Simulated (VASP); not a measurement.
# MgO (rock salt type) in VASP: a series of runs

MgO (rock salt type) is run at these levels: PBE; tasks: single point.

Everything below comes from runs of VASP 6.6.1. Logs are shortened: lines on timing, memory, paths and dates and some standing lists are left out, and cuts for length are marked.

## 1. The cell of the first run

It takes space group Fm-3m (No. 225, cubic). The conventional cell has a = 4.250 Å, b = 4.250 Å, c = 4.250 Å, α = 90.00°, β = 90.00°, γ = 90.00°. Within 2.8 Å of Mg (site symmetry m-3m) lie 6 O at 2.12 Å. Within 2.8 Å of O (site symmetry m-3m) lie 6 Mg at 2.12 Å.

## 2. Single point, PBE

Contents of INCAR:

```
SYSTEM = MgO
PREC = Accurate
ENCUT = 520
EDIFF = 1E-6
ISMEAR = -1
SIGMA = 0.02
LREAL = .False.
LASPH = .True.
NELM = 60
ALGO = Normal
ISIF = 2
LWAVE = .False.
LCHARG = .False.
GGA = PE
NBANDS = 11
```

Contents of KPOINTS:

```
Automatic mesh
0
Gamma
  6 6 6
  0 0 0
```

Contents of POSCAR:

```
MgO
1.0
    0.0000000000      2.1250000000      2.1250000000
    2.1250000000      0.0000000000      2.1250000000
    2.1250000000      2.1250000000      0.0000000000
Mg O
1 1
Direct
    0.0000000000      0.0000000000      0.0000000000
    0.5000000000      0.5000000000      0.5000000000
```

Potentials or basis: VASP PAW PBE potentials, release 64 (Mg, O).

Command:

```
$ cat potpaw_PBE.64/Mg/POTCAR potpaw_PBE.64/O/POTCAR > POTCAR
$ mpirun -np 1 vasp_std > vasp.out
```

OUTCAR:

```text
SYSTEM = MgO
   PREC = Accurate
   ENCUT = 520
   EDIFF = 1E-6
   ISMEAR = -1
   LREAL = .False.
   LASPH = .True.
   NELM = 60
   ISIF = 2
   GGA = PE

 ion  position               nearest neighbor table
   1  0.000  0.000  0.000-   2 2.12   2 2.12   2 2.12   2 2.12   2 2.12   2 2.12
   2  0.500  0.500  0.500-   1 2.12   1 2.12   1 2.12   1 2.12   1 2.12   1 2.12

  LATTYP: Found a face centered cubic cell.
 ALAT       =     4.2500000000

  Lattice vectors:

 A1 = (   0.0000000000,   2.1250000000,   2.1250000000)
 A2 = (   2.1250000000,   0.0000000000,   2.1250000000)
 A3 = (   2.1250000000,   2.1250000000,   0.0000000000)

Analysis of symmetry for initial positions (statically):
=====================================================================
 Subroutine PRICEL returns:
 Original cell was already a primitive cell.

 Routine SETGRP: Setting up the symmetry group for a
 face centered cubic supercell.

 Subroutine GETGRP returns: Found 48 space group operations
 (whereof 48 operations were pure point group operations)
 out of a pool of 48 trial point group operations.

The static configuration has the point symmetry O_h .

Analysis of symmetry for dynamics (positions and initial velocities):
=====================================================================
 Subroutine PRICEL returns:
 Original cell was already a primitive cell.

 Routine SETGRP: Setting up the symmetry group for a
 face centered cubic supercell.

 Subroutine GETGRP returns: Found 48 space group operations
 (whereof 48 operations were pure point group operations)
 out of a pool of 48 trial point group operations.

The dynamic configuration has the point symmetry O_h .

 Subroutine INISYM returns: Found 48 space group operations
 (whereof 48 operations are pure point group operations),
 and found     1 'primitive' translations

----------------------------------------------------------------------------------------

                                     Primitive cell

  volume of cell :      19.1914

  direct lattice vectors                    reciprocal lattice vectors
     0.000000000  2.125000000  2.125000000    -0.235294118  0.235294118  0.235294118
     2.125000000  0.000000000  2.125000000     0.235294118 -0.235294118  0.235294118
     2.125000000  2.125000000  0.000000000     0.235294118  0.235294118 -0.235294118
[... 79 lines left out ...]
   IBRION =     -1    ionic relax: 0-MD 1-quasi-New 2-CG
   NFREE  =      0    steps in history (QN), initial steepest desc. (CG)
   ISIF   =      2    stress and relaxation
   ISYM   =      2    0-nonsym 1-usesym 2-fastsym
   POTIM  = 0.5000    time-step for ionic-motion
   TEBEG  =    0.0;   TEEND  =   0.0 temperature during run
   PSTRESS=    0.0 pullay stress
   NELECT =       8.0000    total number of electrons
   NUPDOWN=      -1.0000    fix difference up-down
   EMIN   =  10.00;   EMAX   =-10.00  energy-range for DOS
   EFERMI =   0.00;   METHOD = LEGACY
   ISMEAR =    -1;   SIGMA  =   0.02  broadening in eV -4-tet -1-fermi 0-gaus
   EFERMI_NEDOS =   21; number of points for ismear=-14 and -15
   IALGO  =     38    algorithm
   IMIX   =      4    mixing-type and parameters
     AMIX     =   0.40;   BMIX     =  1.00
     AMIX_MAG =   1.60;   BMIX_MAG =  1.00
  volume/ion in A,a.u.               =       9.60        64.76
  Fermi-wavevector in a.u.,A,eV,Ry     =   1.222933  2.311008 20.348389  1.495564
  Thomas-Fermi vector in A             =   2.358062
   LORBIT       =      0    0 simple, 1 ext, 2 COOP (PROOUT), +10 PAW based schemes
   GGA     = PE    functional components
   LHFCALC =     F    Hartree Fock is set to
   AEXX    =    0.0000 exact exchange contribution
   IVDW    =     0    specifies the selected vdW correction
   LEPSILON=     F    determine dielectric tensor
   LRPA    =     F    only Hartree local field effects (RPA)
 non-spin polarized calculation
  energy-cutoff  :      520.00
  volume of cell :       19.19
 maximum number of plane-waves:       531
 NGX is ok and might be reduce to    24
   NGX = 11   NGY = 11   NGZ = 11

 number of electron       8.0000004 magnetization

 Free energy of the ion-electron system (eV)
  ---------------------------------------------------
  ext. energy  EPLUGINS =         0.00000000
  ---------------------------------------------------
  free energy    TOTEN  =       -11.91141204 eV

  energy without entropy =      -11.91141204  energy(sigma->0) =      -11.91141204

 E-fermi :   3.4014     XC(G=0): -10.9518

 val. band max:        2.9887911262   @ k =   0.0000   0.0000   0.0000
 cond. band min:       7.4574299670   @ k =   0.0000   0.0000   0.0000
 fundamental gap:      4.4686388408
 Fermi energy:         3.4014166028

 k-point     1 :       0.0000    0.0000    0.0000
  band No.  band energies     occupation
      1     -14.1390      2.00000
      2       2.9888      2.00000
      3       2.9888      2.00000
      4       2.9888      2.00000
      5       7.4574      0.00000
      6      18.6351      0.00000
      7      18.6351      0.00000
      8      18.6351      0.00000
      9      22.4817      0.00000
     10      24.2248      0.00000
     11      24.2248      0.00000
[... 197 lines left out ...]
 k-point    16 :      -0.3333    0.5000    0.1667
  band No.  band energies     occupation
      1     -12.6362      2.00000
      2      -0.4714      2.00000
      3       0.8131      2.00000
      4       1.3662      2.00000
      5      13.4257      0.00000
      6      14.0897      0.00000
      7      15.2261      0.00000
      8      19.1144      0.00000
      9      22.7887      0.00000
     10      27.2698      0.00000
     11      28.7180      0.00000

------------------------ aborting loop because EDIFF is reached ----------------------------------------

  FORCE on cell =-STRESS in cart. coord.  units (eV):
  Direction    XX          YY          ZZ          XY          YZ          ZX
  --------------------------------------------------------------------------------------
  -------------------------------------------------------------------------------------
  Total       -0.0415608     -0.0415608     -0.0415608     -0.0000000     -0.0000000      0.0000000
  in kB       -3.4696686     -3.4696686     -3.4696686     -0.0000000     -0.0000000      0.0000000
  external PRESSURE =      -3.4696686 kB  Pullay stress =       0.0000000 kB

 VOLUME and BASIS-vectors are now :
 -----------------------------------------------------------------------------
  energy-cutoff  :      520.00
  volume of cell :       19.19
      direct lattice vectors                 reciprocal lattice vectors
     0.000000000  2.125000000  2.125000000    -0.235294118  0.235294118  0.235294118
     2.125000000  0.000000000  2.125000000     0.235294118 -0.235294118  0.235294118
     2.125000000  2.125000000  0.000000000     0.235294118  0.235294118 -0.235294118

 POSITION                                       TOTAL-FORCE (eV/Angst)
 -----------------------------------------------------------------------------------
      0.00000      0.00000      0.00000         0.000000      0.000000      0.000000
      2.12500      2.12500      2.12500         0.000000      0.000000      0.000000
 -----------------------------------------------------------------------------------
    total drift:                               -0.000000     -0.000000      0.000000

  FREE ENERGIE OF THE ION-ELECTRON SYSTEM (eV)
  ---------------------------------------------------
  free  energy   TOTEN  =       -11.9114120371 eV

  energy  without entropy=      -11.9114120371  energy(sigma->0) =      -11.91141204
```

It took 10 s on 1 thread of AMD EPYC 9R45, shared host; peak memory 0.11 GiB.

What came out:

```yaml
Free_energy: -11.9114 eV
Pressure: -0.3 GPa
Band_gap_on_the_k_mesh: 4.47 eV, direct
```

Levels at points of the mesh, in eV from the valence-band top:
```
           k point  band 1  band 2  band 3  band 4  band 5  band 6  band 7  band 8
(0.00, 0.00, 0.00)  -17.13    0.00    0.00    0.00    4.47   15.65   15.65   15.65
(0.50, 0.00, 0.00)  -15.91   -4.50   -0.62   -0.62    7.73   12.30   16.03   16.03
(0.50, 0.50, 0.00)  -15.66   -3.97   -1.31   -1.31    9.09    9.68   12.82   18.56
```

Caveat: the k points lie up to 0.43 Å⁻¹ apart.

## 3. Single point, PBE

Contents of INCAR:

```
ALGO = Normal
EDIFF = 1E-6
ENCUT = 520
GGA = PE
ISIF = 2
ISMEAR = -1
LASPH = T
LCHARG = F
LREAL = F
LWAVE = F
NBANDS = 11
NELM = 100
PREC = Accurate
SIGMA = 0.02
```

Contents of KPOINTS:

```
k-points
0
Gamma
  6 6 6
```

POSCAR is that of step 2.

Potentials or basis: VASP PAW PBE potentials, release 64 (Mg, O).

Command:

```
$ cat potpaw_PBE.64/Mg/POTCAR potpaw_PBE.64/O/POTCAR > POTCAR
$ mpirun -np 1 vasp_std > vasp.out
```

Run time: 8.6 s. Hardware: 1 thread of AMD EPYC 9R45, shared host; peak memory 0.11 GiB.

Results (log left out):

```yaml
Free_energy: -11.9114 eV
Pressure: -0.3 GPa
Band_gap_on_the_k_mesh: 4.47 eV, direct
```

Levels at points of the mesh, in eV from the valence-band top:
| k point | band 2 | band 3 | band 4 | band 5 | band 6 | band 7 |
| --- | --- | --- | --- | --- | --- | --- |
| (0.00, 0.00, 0.00) | 0.00 | 0.00 | 0.00 | 4.47 | 15.65 | 15.65 |
| (0.50, 0.00, 0.00) | -4.50 | -0.62 | -0.62 | 7.73 | 12.30 | 16.03 |
| (0.50, 0.50, 0.00) | -3.97 | -1.31 | -1.31 | 9.09 | 9.68 | 12.82 |

Caveat: the k points lie up to 0.43 Å⁻¹ apart. As with any semilocal functional, this PBE gap is likely too small.

## 4. Single point, PBE

Contents of INCAR:

```
PREC     = Accurate       # precision mode
ENCUT    = 520            # plane-wave cutoff, eV
EDIFF    = 1E-7           # SCF threshold, eV
ISMEAR   = -1             # smearing method
SIGMA    = 0.05           # smearing width, eV
LREAL    = False          # projectors in reciprocal space
LASPH    = True           # aspherical terms in the spheres
NELM     = 80             # most SCF steps
ALGO     = Normal         # electronic algorithm
ISIF     = 2              # what is computed and relaxed
LWAVE    = False          # write WAVECAR
LCHARG   = False          # write CHGCAR
GGA      = PE             # functional
NBANDS   = 11             # bands
```

Contents of KPOINTS:

```
Automatic mesh
0
Gamma
  4 4 4
```

POSCAR, as its differences from that of step 3:

```diff
@@ -8,3 +8,3 @@
 Direct
-    0.0000000000      0.0000000000      0.0000000000
+    0.0081508273      0.0081508273      0.0081508273
     0.5000000000      0.5000000000      0.5000000000
```

Command:

```
$ cat potpaw_PBE.64/Mg/POTCAR potpaw_PBE.64/O/POTCAR > POTCAR
$ mpirun -np 1 vasp_std > vasp.out
```

Wall time 7.7 s (1 thread of AMD EPYC 9R45, shared host); peak memory 0.11 GiB.

It converged, with:

* Free energy: -11.8904 eV
* Pressure: 0.0 GPa
* Largest force: 0.290 eV/Å
* Band gap on the k mesh: 4.46 eV, direct

Forces in eV/Å, atoms in the order of the input:
```
Mg  -0.167 -0.167 -0.167
O    0.167  0.167  0.167
```

Stress tensor (GPa, compression positive):
```
-0.03 -0.06 -0.06
-0.06 -0.03 -0.06
-0.06 -0.06 -0.03
```

Levels at points of the mesh, in eV from the valence-band top:
```csv
k point,band 2,band 3,band 4,band 5,band 6,band 7
"(0.00, 0.00, 0.00)",-0.01,-0.01,0.00,4.46,15.64,15.64
"(0.50, 0.00, 0.00)",-4.51,-0.63,-0.62,7.71,12.28,16.01
"(0.50, 0.50, 0.50)",-4.50,-0.63,-0.63,7.73,12.29,16.02
"(0.50, 0.50, 0.00)",-3.98,-1.32,-1.31,9.08,9.64,12.81
```

Caveat: the k points lie up to 0.64 Å⁻¹ apart.
